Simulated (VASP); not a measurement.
# SnO (Cm) in VASP: single point with PBE+D3(BJ)

Aim: the single point of SnO with PBE+D3(BJ).

All numbers are computed with VASP 6.6.1; they aren't measurements. Logs are shortened: lines on timing, memory, paths and dates and some standing lists are left out, and cuts for length are marked.

## (1) The cell of the first run

It takes space group Cm (No. 8, monoclinic). Conventional cell: a = 5.377 Å, b = 5.377 Å, c = 4.836 Å, α = 90.00°, β = 90.00°, γ = 90.00°. Sn (site symmetry m) has 4 O at 2.15 to 2.30 Å within 2.8 Å. Sn (site symmetry m) has 4 O at 2.22 Å within 2.9 Å. Within 2.8 Å of O (site symmetry 1) lie 4 Sn at 2.15 to 2.30 Å and 4 O at 2.69 Å.

## (2) Single point, PBE+D3(BJ) (atom 1 (Sn) moved +0.120 Å along Cartesian [1 -1 0])

The input, INCAR:

```
SYSTEM = SnO
PREC = Accurate ; ENCUT = 520
EDIFF = 1E-7 ; ISMEAR = 0
SIGMA = 0.15 ; LREAL = .FALSE.
LASPH = .TRUE. ; NELM = 80
ALGO = Fast ; ISIF = 2
LWAVE = .FALSE. ; LCHARG = .TRUE.
GGA = PE ; IVDW = 12
LELF = .TRUE. ; LVHAR = .TRUE.
NBANDS = 28
```

The input, KPOINTS:

```
Automatic mesh
0
G
  12 12 10
  0 0 0
```

The input, POSCAR:

```
SnO
1.0
    3.8020000000      0.0000000000      0.0000000000
    0.0000000000      3.8020000000      0.0000000000
    0.0000000000      0.0000000000      4.8360000000
Sn O
2 2
Direct
    0.0223179415      0.4776820585      0.2385000000
    0.5000000000      0.0000000000      0.7615000000
    0.0000000000      0.0000000000      0.0000000000
    0.5000000000      0.5000000000      0.0000000000
```

Potentials or basis: VASP PAW PBE potentials, release 64 (Sn_d, O).

Command:

```sh
> cat potpaw_PBE.64/Sn_d/POTCAR potpaw_PBE.64/O/POTCAR > POTCAR
> mpirun -np 1 vasp_std > vasp.out
```

OUTCAR:

```text
SYSTEM = SnO
   PREC = Accurate
   ENCUT = 520
   EDIFF = 1E-7
   ISMEAR = 0
   LREAL = .FALSE.
   LASPH = .TRUE.
   NELM = 80
   ISIF = 2
   GGA = PE
   IVDW = 12
 IVDW          = 12

 ion  position               nearest neighbor table
   1  0.022  0.478  0.239-   3 2.15   4 2.15   3 2.30   4 2.30   2 3.45   2 3.54   2 3.54   2 3.60
                             2 3.63   2 3.69   2 3.69
   2  0.500  0.000  0.761-   3 2.22   4 2.22   4 2.22   3 2.22   1 3.45   1 3.54   1 3.54   1 3.60
                             1 3.63   1 3.69   1 3.69
   3  0.000  0.000  0.000-   1 2.15   2 2.22   2 2.22   1 2.30
   4  0.500  0.500  0.000-   1 2.15   2 2.22   2 2.22   1 2.30

  LATTYP: Found a simple tetragonal cell.
 ALAT       =     3.8020000000
 C/A-ratio  =     1.2719621252

  Lattice vectors:

 A1 = (   3.8020000000,   0.0000000000,   0.0000000000)
 A2 = (   0.0000000000,   3.8020000000,   0.0000000000)
 A3 = (   0.0000000000,   0.0000000000,   4.8360000000)

Analysis of symmetry for initial positions (statically):
=====================================================================
 Subroutine PRICEL returns:
 Original cell was already a primitive cell.

 Routine SETGRP: Setting up the symmetry group for a
 simple tetragonal supercell.

 Subroutine GETGRP returns: Found  2 space group operations
 (whereof  1 operations were pure point group operations)
 out of a pool of 16 trial point group operations.

The static configuration has the point symmetry C_1 .
 The point group associated with its full space group is C_1h.

Analysis of symmetry for dynamics (positions and initial velocities):
=====================================================================
 Subroutine PRICEL returns:
 Original cell was already a primitive cell.

 Routine SETGRP: Setting up the symmetry group for a
 simple tetragonal supercell.

 Subroutine GETGRP returns: Found  2 space group operations
 (whereof  1 operations were pure point group operations)
 out of a pool of 16 trial point group operations.

The dynamic configuration has the point symmetry C_1 .
 The point group associated with its full space group is C_1h.

 Subroutine INISYM returns: Found  2 space group operations
 (whereof  1 operations are pure point group operations),
 and found     1 'primitive' translations

----------------------------------------------------------------------------------------

                                     Primitive cell

  volume of cell :      69.9054

  direct lattice vectors                    reciprocal lattice vectors
     3.802000000  0.000000000  0.000000000     0.263019463  0.000000000  0.000000000
     0.000000000  3.802000000  0.000000000     0.000000000  0.263019463  0.000000000
     0.000000000  0.000000000  4.836000000     0.000000000  0.000000000  0.206782465

  length of vectors
     3.802000000  3.802000000  4.836000000     0.263019463  0.263019463  0.206782465

  position of ions in fractional coordinates (direct lattice)
     0.022317941  0.477682059  0.238500000
     0.500000000  0.000000000  0.761500000
     0.000000000  0.000000000  0.000000000
     0.500000000  0.500000000  0.000000000

  ion indices of the primitive-cell ions
   primitive index   ion index
                 1           1
                 2           2
                 3           3
                 4           4

----------------------------------------------------------------------------------------

 KPOINTS: Automatic mesh

Automatic generation of k-mesh.
 Grid dimensions read from file:
 generate k-points for:   12   12   10

 Generating k-lattice:

  Cartesian coordinates                     Fractional coordinates (reciprocal lattice)
     0.021918289  0.000000000  0.000000000     0.083333333  0.000000000  0.000000000
     0.000000000  0.021918289  0.000000000     0.000000000  0.083333333  0.000000000
     0.000000000  0.000000000  0.020678246     0.000000000  0.000000000  0.100000000

  Length of vectors
     0.021918289  0.021918289  0.020678246

  Shift w.r.t. Gamma in fractional coordinates (k-lattice)
     0.000000000  0.000000000  0.000000000

 Subroutine IBZKPT returns following result:
 ===========================================

 Found    398 irreducible k-points:

 Following reciprocal coordinates:
            Coordinates               Weight
  0.000000  0.000000  0.000000      1.000000
  0.083333  0.000000  0.000000      4.000000
  0.166667  0.000000  0.000000      4.000000
  0.250000  0.000000  0.000000      4.000000
  0.333333  0.000000  0.000000      4.000000
  0.416667  0.000000  0.000000      4.000000
[... 16 lines left out ...]
  0.333333  0.166667  0.000000      4.000000
 -0.166667  0.333333  0.000000      4.000000
 [... further k-points ...]
   k-points           NKPTS =    398   k-points in BZ     NKDIM =    398   number of bands    NBANDS=     28
   number of dos      NEDOS =    301   number of ions     NIONS =      4
   total plane-waves  NPLWV =  28224
   dimension x,y,z NGX =    28 NGY =   28 NGZ =   36
   dimension x,y,z NGXF=    56 NGYF=   56 NGZF=   72
   ions per type =               2   2
   NGX,Y,Z   is equivalent  to a cutoff of  12.24, 12.24, 12.38 a.u.
   NGXF,Y,Z  is equivalent  to a cutoff of  24.49, 24.49, 24.75 a.u.
 SYSTEM =  SnO
   PREC   = accura    normal or accurate (medium, high low for compatibility)
   ISTART =      0    job   : 0-new  1-cont  2-samecut
   ICHARG =      2    charge: 1-file 2-atom 10-const
   ISPIN  =      1    spin polarized calculation?
   LNONCOLLINEAR =      F non collinear calculations
   LSORBIT =      F    spin-orbit coupling
   LASPH  =      T    aspherical Exc in radial PAW
   ENCUT  =  520.0 eV  38.22 Ry    6.18 a.u.   7.07  7.07  8.99*2*pi/ulx,y,z
   NELM   =     80;   NELMIN=  2; NELMDL= -5     # of ELM steps
   EDIFF  = 0.1E-06   stopping-criterion for ELM
   LREAL  =      F    real-space projection
   EDIFFG = 0.1E-05   stopping-criterion for IOM
   NSW    =      0    number of steps for IOM
   IBRION =     -1    ionic relax: 0-MD 1-quasi-New 2-CG
   NFREE  =      0    steps in history (QN), initial steepest desc. (CG)
   ISIF   =      2    stress and relaxation
   ISYM   =      2    0-nonsym 1-usesym 2-fastsym
   POTIM  = 0.5000    time-step for ionic-motion
   TEBEG  =    0.0;   TEEND  =   0.0 temperature during run
   PSTRESS=    0.0 pullay stress
   NELECT =      40.0000    total number of electrons
   NUPDOWN=      -1.0000    fix difference up-down
   EMIN   =  10.00;   EMAX   =-10.00  energy-range for DOS
   EFERMI =   0.00;   METHOD = LEGACY
   ISMEAR =     0;   SIGMA  =   0.15  broadening in eV -4-tet -1-fermi 0-gaus
   EFERMI_NEDOS =   21; number of points for ismear=-14 and -15
   IALGO  =     68    algorithm
   IMIX   =      4    mixing-type and parameters
     AMIX     =   0.40;   BMIX     =  1.00
     AMIX_MAG =   1.60;   BMIX_MAG =  1.00
  volume/ion in A,a.u.               =      17.48       117.94
  Fermi-wavevector in a.u.,A,eV,Ry     =   1.359121  2.568365 25.132801  1.847209
  Thomas-Fermi vector in A             =   2.485896
   LORBIT       =      0    0 simple, 1 ext, 2 COOP (PROOUT), +10 PAW based schemes
   GGA     = PE    functional components
   LHFCALC =     F    Hartree Fock is set to
   AEXX    =    0.0000 exact exchange contribution
   IVDW    =    12    specifies the selected vdW correction
   LEPSILON=     F    determine dielectric tensor
   LRPA    =     F    only Hartree local field effects (RPA)
 non-spin polarized calculation
 RMM-DIIS sequential band-by-band and
 Gauss-broadening in eV      SIGMA  =   0.15
  energy-cutoff  :      520.00
  volume of cell :       69.91
 maximum number of plane-waves:      1904
   NGX = 15   NGY = 15   NGZ = 17

 number of electron      39.9999991 magnetization

 Free energy of the ion-electron system (eV)
  ---------------------------------------------------
  ext. energy  EPLUGINS =         0.00000000
  ---------------------------------------------------
  free energy    TOTEN  =       -22.63229538 eV

  energy without entropy =      -22.63126925  energy(sigma->0) =      -22.63178231

 E-fermi :   7.3373     XC(G=0): -10.2664

 val. band max:        7.2806657113   @ k =   0.5000   0.5000   0.0000
 cond. band min:       7.4230448990   @ k =   0.5000   0.5000   0.1000
 fundamental gap:      0.1423791878
 Fermi energy:         7.3373106009

 k-point     1 :       0.0000    0.0000    0.0000
  band No.  band energies     occupation
      1     -14.8409      2.00000
      2     -14.4059      2.00000
      3     -14.3921      2.00000
      4     -14.3838      2.00000
      5     -14.3454      2.00000
      6     -14.3347      2.00000
[... 20 lines left out ...]
     27      13.9567      0.00000
     28      14.3733      0.00000

 k-point     2 :       0.0833    0.0000    0.0000
  band No.  band energies     occupation
      1     -14.8373      2.00000
      2     -14.4082      2.00000
      3     -14.3903      2.00000
      4     -14.3823      2.00000
      5     -14.3475      2.00000
      6     -14.3325      2.00000
[... 20 lines left out ...]
     27      14.0937      0.00000
     28      14.9593      0.00000

 k-point     3 :       0.1667    0.0000    0.0000
  band No.  band energies     occupation
      1     -14.8268      2.00000
      2     -14.4336      2.00000
      3     -14.3855      2.00000
      4     -14.3806      2.00000
      5     -14.3560      2.00000
      6     -14.3399      2.00000
[... 20 lines left out ...]
     27      14.2399      0.00000
     28      16.2420      0.00000

 k-point     4 :       0.2500    0.0000    0.0000
  band No.  band energies     occupation
      1     -14.8101      2.00000
      2     -14.5035      2.00000
      3     -14.3795      2.00000
      4     -14.3759      2.00000
      5     -14.3554      2.00000
      6     -14.3442      2.00000
[... 20 lines left out ...]
     27      14.4483      0.00000
     28      17.5900      0.00000

 k-point     5 :       0.3333    0.0000    0.0000
  band No.  band energies     occupation
      1     -14.7873      2.00000
      2     -14.5819      2.00000
      3     -14.3721      2.00000
      4     -14.3679      2.00000
      5     -14.3533      2.00000
      6     -14.3441      2.00000
[... 20 lines left out ...]
     27      14.7299      0.00000
     28      17.4549      0.00000

 k-point     6 :       0.4167    0.0000    0.0000
  band No.  band energies     occupation
      1     -14.7576      2.00000
      2     -14.6500      2.00000
      3     -14.3654      2.00000
      4     -14.3601      2.00000
      5     -14.3535      2.00000
      6     -14.3444      2.00000
[... 463 lines left out ...]
      5     -14.3516      2.00000
      6     -14.3455      2.00000
[... 20 lines left out ...]
     27      15.8432      0.00000
     28      16.0128      0.00000

 k-point    22 :      -0.1667    0.2500    0.0000
  band No.  band energies     occupation
      1     -14.8053      2.00000
      2     -14.5541      2.00000
      3     -14.3878      2.00000
      4     -14.3638      2.00000
      5     -14.3567      2.00000
      6     -14.3459      2.00000
[... 20 lines left out ...]
     27      15.8400      0.00000
     28      16.0316      0.00000

 k-point    23 :       0.3333    0.1667    0.0000
  band No.  band energies     occupation
      1     -14.7882      2.00000
      2     -14.6207      2.00000
      3     -14.3821      2.00000
      4     -14.3586      2.00000
      5     -14.3493      2.00000
      6     -14.3441      2.00000
[... 20 lines left out ...]
     27      15.4347      0.00000
     28      15.8255      0.00000

 k-point    24 :      -0.1667    0.3333    0.0000
  band No.  band energies     occupation
      1     -14.7890      2.00000
      2     -14.6207      2.00000
      3     -14.3798      2.00000
      4     -14.3590      2.00000
      5     -14.3514      2.00000
      6     -14.3470      2.00000
[... 20 lines left out ...]
     27      15.4122      0.00000
     28      15.8611      0.00000

 [... further k-points ...]

------------------------ aborting loop because EDIFF is reached ----------------------------------------

 Edisp (eV)   -0.94094

 E8    (eV) :    -0.4081

  FORCE on cell =-STRESS in cart. coord.  units (eV):
  Direction    XX          YY          ZZ          XY          YZ          ZX
  --------------------------------------------------------------------------------------
  -------------------------------------------------------------------------------------
  Total       1.34414     1.34414     0.82268     0.00373     0.52302    -0.52302
  in kB      30.80666    30.80666    18.85519     0.08545    11.98731   -11.98724
  external pressure =       26.82 kB  Pullay stress =        0.00 kB

 VOLUME and BASIS-vectors are now :
 -----------------------------------------------------------------------------
  energy-cutoff  :      520.00
  volume of cell :       69.91
      direct lattice vectors                 reciprocal lattice vectors
     3.802000000  0.000000000  0.000000000     0.263019463  0.000000000  0.000000000
     0.000000000  3.802000000  0.000000000     0.000000000  0.263019463  0.000000000
     0.000000000  0.000000000  4.836000000     0.000000000  0.000000000  0.206782465

 POSITION                                       TOTAL-FORCE (eV/Angst)
 -----------------------------------------------------------------------------------
      0.08485      1.81615      1.15339        -0.446655      0.446655      0.587598
      1.90100      0.00000      3.68261         0.097293     -0.097293     -0.460876
      0.00000      0.00000      0.00000         0.068563     -0.280800     -0.063361
      1.90100      1.90100      0.00000         0.280800     -0.068563     -0.063361
 -----------------------------------------------------------------------------------
    total drift:                                0.000121     -0.000121     -0.000401

  FREE ENERGIE OF THE ION-ELECTRON SYSTEM (eV)
  ---------------------------------------------------
  free  energy   TOTEN  =       -23.5732343574 eV

  energy  without entropy=      -23.5722082288  energy(sigma->0) =      -23.57272129
```

Wall time 11 min (1 thread of Oxide Virtual Turin-like, shared host); peak memory 0.63 GiB.

What came out:

```
Free energy                : -23.5732 eV
Pressure                   : 2.7 GPa
Largest force              : 0.863 eV/Å
Band gap on the k mesh     : 0.04 eV (least direct gap 1.96 eV)
Dispersion energy per atom : -0.235 eV
```

Forces on the atoms (eV/Å):
```
Sn  -0.447  0.447  0.588
Sn   0.097 -0.097 -0.461
O    0.069 -0.281 -0.063
O    0.281 -0.069 -0.063
```

Stress tensor (GPa, compression positive):
```
 3.08  0.01 -1.20
 0.01  3.08  1.20
-1.20  1.20  1.89
```

Levels at points of the mesh, in eV from the valence-band top:
| k point | band 16 | band 17 | band 18 | band 19 | band 20 | band 21 | band 22 | band 23 | band 24 | band 25 |
| --- | --- | --- | --- | --- | --- | --- | --- | --- | --- | --- |
| (0.00, 0.00, 0.00) | -6.29 | -3.57 | -3.20 | -3.19 | 0.00 | 2.09 | 4.24 | 4.66 | 4.79 | 5.72 |
| (0.50, 0.00, 0.00) | -5.09 | -4.91 | -4.79 | -2.87 | -2.66 | 3.16 | 3.17 | 5.79 | 5.91 | 5.99 |
| (0.50, 0.50, 0.00) | -5.19 | -2.57 | -2.55 | -1.95 | -1.92 | 0.04 | 0.05 | 4.40 | 4.46 | 7.25 |
| (0.00, 0.00, 0.50) | -3.64 | -3.23 | -3.21 | -3.11 | -2.28 | 1.67 | 2.95 | 2.95 | 3.69 | 7.74 |
| (0.50, 0.00, 0.50) | -5.51 | -4.90 | -4.80 | -1.84 | -1.73 | 2.55 | 2.57 | 5.23 | 5.55 | 6.63 |
| (0.50, 0.50, 0.50) | -5.66 | -2.74 | -2.70 | -2.57 | -2.55 | 2.29 | 2.30 | 4.03 | 4.05 | 5.59 |

Caveat: the cell differs from its parent crystal (atom 1 (Sn) moved +0.120 Å along Cartesian [1 -1 0]); the smearing spreads over this small gap; semilocal functionals underestimate gaps, and a narrow one can read as zero; spin-orbit coupling is left out, which moves the levels of the heavy elements. A k mesh can miss the band edges.

The gap in the log of VASP goes by the Fermi energy; the results here count the filled bands.